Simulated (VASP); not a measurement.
Runs of VASP 6.6.1 on TaIn2. The structure is that of space group Fm-3m (No. 225), or close to it. The cells are those of the table. 

| task | cell | k mesh | cutoff (eV) | gap on the mesh (eV) | pressure (GPa) | relaxed volume (Å³/atom) |
| --- | --- | --- | --- | --- | --- | --- |
| single point | a = 4.763 Å, angles 60.0°, 3 atoms | 12 × 12 × 12 | 520 | none | 0.0 | - |
| relaxation of cell and atoms | relaxed from a = 4.761 Å, angles 60.0°, 3 atoms | 12 × 12 × 12 | 600 | none | -0.1 | (a) |
| single point | a = 4.484 Å, angles 60.0°, 3 atoms | 6 × 6 × 6 | 520 | none | 20.2 | - |
| relaxation of cell and atoms | relaxed from a = 4.484 Å, angles 60.0°, 3 atoms | 6 × 6 × 6 | 600 | none | 0.0 | 25.47 |
| single point | a = 4.761 Å, angles 60.0°, 3 atoms | 6 × 6 × 6 | 520 | none | 0.0 | - |

Alike in all rows: level PBE; potentials or basis VASP PAW PBE potentials, release 64 (Ta_pv, In_d); no spin polarisation; smearing gaussian 0.1 eV.

Problem. Fill in the values left out.

Solution. (a) 25.49.

Caveats: spin-orbit coupling is left out, which moves the levels of the heavy elements; the cell stands under pressure (at least some runs); the volume moved by over 15 % at a fixed basis, so the end points are rough (at least some runs).

A k mesh can miss the band edges, and the runs leave out spin-orbit coupling on In, Ta.

A gap of «none» marks levels without a gap at the run's occupations.
